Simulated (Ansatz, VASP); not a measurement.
Two plane-wave programs on Lu

The input INCAR:

```
SYSTEM = Lu
PREC = Accurate ; ENCUT = 520
EDIFF = 1E-6 ; ISMEAR = -1
SIGMA = 0.1 ; LREAL = .FALSE.
LASPH = .TRUE. ; NELM = 60
ALGO = Normal ; ISIF = 2
LWAVE = .FALSE. ; LCHARG = .FALSE.
GGA = PS ; NBANDS = 18
```

Contents of KPOINTS:

```
Automatic mesh
0
G
  13 13 13
  0 0 0
```

File POSCAR:

```
Lu
1.0
   -1.9858212199      1.9858212199      1.9858212199
    1.9858212199     -1.9858212199      1.9858212199
    1.9858212199      1.9858212199     -1.9858212199
Lu
1
Direct
    0.0000000000      0.0000000000      0.0000000000
```

Input for Ansatz:

```yaml
crystal:
  lattice:
    - [-1.9858212199, 1.9858212199, 1.9858212199]
    - [1.9858212199, -1.9858212199, 1.9858212199]
    - [1.9858212199, 1.9858212199, -1.9858212199]
  atoms:
    - { symbol: Lu, position: [0.0, 0.0, 0.0] }
hamiltonian:
  xc: pbesol
  pseudopotentials:
    kind: paw
    azcp:
      Lu: "pseudopotentials/Lu.paw.azcp"
basis:
  ecutwfc: 420
  fft_grid_basis: typed
kpoints:
  mp_grid: { grid: [13, 13, 13], shift: [0, 0, 0] }
magnetization:
  spin_polarized: false
scf:
  occupations: { method: fermi_dirac, width: 0.1 }
  lower_state_search: "off"
output:
  stress: true
  write_density: true
  write_potential: true
  elf: true
  volumetric_format: npy
```

Alike in both runs: task single point; functional PBEsol; k mesh 13 × 13 × 13; occupations fermi-dirac, width 0.1 eV; no spin polarisation.

```csv
,VASP,Ansatz
version,VASP 6.6.1,Ansatz 0.2.0
potentials or method,"VASP PAW PBE potentials, release 64 (Lu), cutoff 520 eV","plane waves (420 eV) with PAW, scalar-relativistic"
valence electrons in the cell,25,25
```

```tsv
	VASP	Ansatz	Ansatz less VASP
pressure (GPa)	-4.1	-4.3	-0.19
```

VASP's potentials were made for PBE, not for PBEsol, and Ansatz warns of the same on its side.

Neither program's run includes spin-orbit coupling.
